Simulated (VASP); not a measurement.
HfN: single point with PBE

Crystal: HfN.

```
Hf N
1.0
    -4.53301    4.53301    0.00000
    -4.53301    0.00000    4.53301
     0.00000    4.53301    4.53301
Hf N
8 8
Cartesian
  -0.0151 -0.0462 0.0497
  -2.2558 2.2042 -0.0667
  -2.1962 -0.0621 2.3309
  0.0249 2.2825 2.3647
  -4.7303 2.2182 2.2126
  -2.2810 4.5691 2.2889
  -2.2932 2.2268 4.5247
  -4.4723 4.4972 4.5514
  -6.8784 6.7504 6.8019
  -4.4953 4.4590 6.7539
  -4.4942 6.7835 4.5601
  -6.7930 4.4987 4.5626
  -2.2952 4.5347 4.5584
  -4.4857 2.2785 4.4698
  -4.5934 4.4784 2.2622
  -2.2704 2.2458 2.2752
```

This cell differs from its parent crystal: dynamics (nvt langevin) at 450 K, volume x 1.01, from the last frame before.

```yaml
Program: VASP 6.6.1
Task: single point
Functional: PBE
Potentials_or_basis: VASP PAW PBE potentials, release 64 (Hf_pv, N)
Cutoff: 520 eV
k_mesh: 2 × 2 × 2, shifted
Occupations: fermi-dirac, width 0.05 eV
Spin: no spin polarisation
```

- Pressure: 2.9 GPa
- Largest force: 1.932 eV/Å
- Band gap on the k mesh: 0.14 eV

Forces in eV/Å, atoms in the order of the input:
```
Hf   0.013  0.036 -0.701
Hf  -0.485  0.953  0.719
Hf  -1.731 -0.193 -0.287
Hf   0.340 -0.490 -0.586
Hf   1.873 -0.470 -0.060
Hf   0.263 -0.606 -0.787
Hf   0.755 -0.021  0.873
Hf  -0.894  0.530 -0.291
N    0.000  0.555 -0.232
N   -0.488  0.769  0.785
N   -0.485 -0.210 -0.071
N   -0.025 -0.066 -0.137
N    0.588 -0.541 -0.003
N   -0.675 -0.495  0.556
N    0.966  0.351  0.388
N   -0.016 -0.099 -0.166
```

Stress tensor (GPa, compression positive):
```
 4.15  0.30  0.23
 0.30  2.52 -0.78
 0.23 -0.78  2.15
```

Levels at points of the mesh, in eV from the valence-band top:
| k point | band 57 | band 58 | band 59 | band 60 | band 61 | band 62 | band 63 | band 64 |
| --- | --- | --- | --- | --- | --- | --- | --- | --- |
| (0.25, 0.25, 0.25) | -2.47 | -2.33 | -2.22 | 0.00 | 0.22 | 0.26 | 1.51 | 1.64 |

Run time: 5.4 min on 1 thread of Intel Xeon 8259CL, with other jobs on the host, peak memory 0.33 GiB.

Caveat: the atoms stand as in a frame of molecular dynamics; spin-orbit coupling is left out, which moves the levels of the heavy elements; a shifted mesh leaves out Γ, where band edges can lie; forces of over 1 eV/Å act on the atoms, so gaps and moduli don't describe the material at rest. A k mesh can miss the band edges.
